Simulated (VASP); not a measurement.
Write the native input for VASP 6.6.1 that does the following.

| Quantity | Value |
| --- | --- |
| Task | single point |
| Functional | PBE |
| Potentials or basis | VASP PAW PBE potentials, release 64 (B, As) |
| Cutoff | 420 eV |
| k mesh | 12 × 12 × 1 |
| Occupations | gaussian, width 0.03 eV |
| Spin | no spin polarisation |
| Dipole correction | yes |
| Further INCAR settings | ALGO = Normal; EDIFF = 1e-06; NBANDS = 11; NELMDL = -8 |

The structure of BAs lies in POSCAR:

```
BAs
1.0
    3.3800000000      0.0000000000      0.0000000000
   -1.6900000000      2.9271658648      0.0000000000
    0.0000000000      0.0000000000     14.0000000000
B As
1 1
Direct
    0.3333330000      0.6666670000      0.5000000000
    0.6666670000      0.3333330000      0.5000000000
```

These files were run (other wordings do the same):

INCAR

```
PREC     = Accurate       # precision mode
ENCUT    = 420            # plane-wave cutoff, eV
EDIFF    = 1E-6           # SCF threshold, eV
ISMEAR   = 0              # smearing method
SIGMA    = 0.03           # smearing width, eV
LREAL    = F              # projectors in reciprocal space
LASPH    = T              # aspherical terms in the spheres
NELM     = 120            # most SCF steps
ALGO     = Normal         # electronic algorithm
ISIF     = 2              # what is computed and relaxed
LWAVE    = F              # write WAVECAR
LCHARG   = F              # write CHGCAR
LDIPOL   = T            
IDIPOL   = 3            
DIPOL    = 0.5 0.5 0.500
GGA      = PE             # functional
NBANDS   = 11             # bands
GGA_COMPAT= F            
NELMDL   = -8
```

KPOINTS

```
regular mesh
0
Gamma
  12 12 1
```

Potentials or basis: VASP PAW PBE potentials, release 64 (B, As).

Command:

```console
$ cat potpaw_PBE.64/B/POTCAR potpaw_PBE.64/As/POTCAR > POTCAR
$ mpirun -np 1 vasp_std > vasp.out
```

Results of the run:

- Band gap on the k mesh: 0.75 eV

Run time: 49 s on 1 thread of AMD EPYC 7R43 64-Core Processor (Zen 3), with other jobs on the host, peak memory 0.19 GiB.
